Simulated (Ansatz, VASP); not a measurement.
## One calculation of MgS, two programs

The input POSCAR:

```
MgS
1.0
    0.0000000000      2.8308768389      2.8308768389
    2.8308768389      0.0000000000      2.8308768389
    2.8308768389      2.8308768389      0.0000000000
Mg S
1 1
Direct
    0.0000000000      0.0000000000      0.0000000000
    0.2500000000      0.2500000000      0.2500000000
```

Contents of INCAR.step1:

```
SYSTEM = MgS
PREC = Accurate
ENCUT = 520
EDIFF = 1E-5
ISMEAR = 0
SIGMA = 0.01
LREAL = .FALSE.
LASPH = .TRUE.
NELM = 60
ALGO = Normal
ISIF = 2
LWAVE = .TRUE.
NBANDS = 11
GGA = PE
```

The input INCAR.step2:

```
SYSTEM = MgS
PREC = Accurate
ENCUT = 520
EDIFF = 1E-6
ISMEAR = 0
SIGMA = 0.01
LREAL = .FALSE.
LASPH = .TRUE.
NELM = 60
ALGO = Normal
ISIF = 2
LWAVE = .FALSE.
LCHARG = .TRUE.
GGA = PE
LHFCALC = .TRUE.
AEXX = 0.3
PRECFOCK = Normal
LELF = .TRUE.
LVHAR = .TRUE.
NBANDS = 11
ISTART = 1
```

File KPOINTS:

```
regular mesh
0
G
  4 4 4
  0 0 0
```

Input for Ansatz:

```yaml
crystal:
  lattice:
    - [0.0, 2.8308768389, 2.8308768389]
    - [2.8308768389, 0.0, 2.8308768389]
    - [2.8308768389, 2.8308768389, 0.0]
  atoms:
    - { symbol: Mg, position: [0.0, 0.0, 0.0] }
    - { symbol: S, position: [0.25, 0.25, 0.25] }
kpoints:
  mp_grid: { grid: [4, 4, 4] }
hamiltonian:
  xc: { exchange: pbe, correlation: pbe, exx: { coeff: 0.3 } }
scf:
  occupations: { method: fixed }
  n_extra_bands: 4
output:
  forces: true
  stress: true
  eigenvalues: true
```

Alike in both runs: task single point; functional PBE-based global hybrid; k mesh 4 × 4 × 4; no spin polarisation.

|  | VASP | Ansatz |
| --- | --- | --- |
| version | VASP 6.6.1 | Ansatz 0.2.0 |
| potentials or method | VASP PAW PBE potentials, release 64 (Mg, S) | plane waves |
| plane-wave cutoff (eV) | 520 | 420 |
| occupations | gaussian, width 0.01 eV | fixed |
| valence electrons in the cell | 8 | 16 |

VASP gave:

```
gap on the k mesh at the Fermi level (eV) : 5.61
pressure (GPa)                            : -0.4
```

Q: Estimate Ansatz's values.

A: gap on the k mesh at the Fermi level (eV): 5.59; pressure (GPa): -0.1.

VASP's potentials were made for PBE, not for PBE-based global hybrid. VASP's potentials hold 8 valence electrons a cell and Ansatz's 16, so a difference there can come from the potentials and not from the codes. Ansatz's warnings: stress exchange threshold loose, stress scf threshold loose.

The k mesh is coarse, so the values compare programs but aren't converged.
